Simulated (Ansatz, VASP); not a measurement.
**Two plane-wave programs on Al2C**

```xyz
3
Lattice="3.1036 0.0000 0.0000 -1.5518 2.6878 0.0000 0.0000 0.0000 4.4485" Properties=species:S:1:pos:R:3 pbc="T T T"
Al    0.0000    1.7919    1.0412
Al    1.5518    0.8959    3.4073
C     0.0000    0.0000    0.0000
```

Change from the starting cell: species swapped into the NiTe2 type (P-3m1, No. 164).

Alike in both runs: task single point; functional PBE; k mesh 6 × 6 × 4; occupations gaussian, width 0.1 eV; collinear spin.

|  | VASP | Ansatz |
| --- | --- | --- |
| version | VASP 6.6.1 | Ansatz 0.2.0 |
| potentials or method | VASP PAW PBE potentials, release 64 (Al, C), cutoff 520 eV | scalar-relativistic, plane waves, PAW |
| valence electrons in the cell | 10 | 10 |

Ansatz gave:

- gap on the k mesh at the Fermi level (eV): none
- pressure (GPa): 0.0
- traceless stress, the component that is largest in VASP (GPa): 0.24
- rms of the force components (eV/Å): 0.006
- net moment per atom (μB): 0.00

Q: Estimate VASP's values.

A: gap on the k mesh at the Fermi level (eV): none; pressure (GPa): -0.1; traceless stress, the component that is largest in VASP (GPa): 0.11; rms of the force components (eV/Å): 0.001; net moment per atom (μB): 0.00.

Atom by atom the forces differ by 0.007 eV/Å (rms over components). A gap of «none» marks a metal or a gap that the smearing closes. Ansatz's warnings: filled band counts differ across k points, seeded moment not kept.

The k mesh is coarse, so the values compare programs but aren't converged.
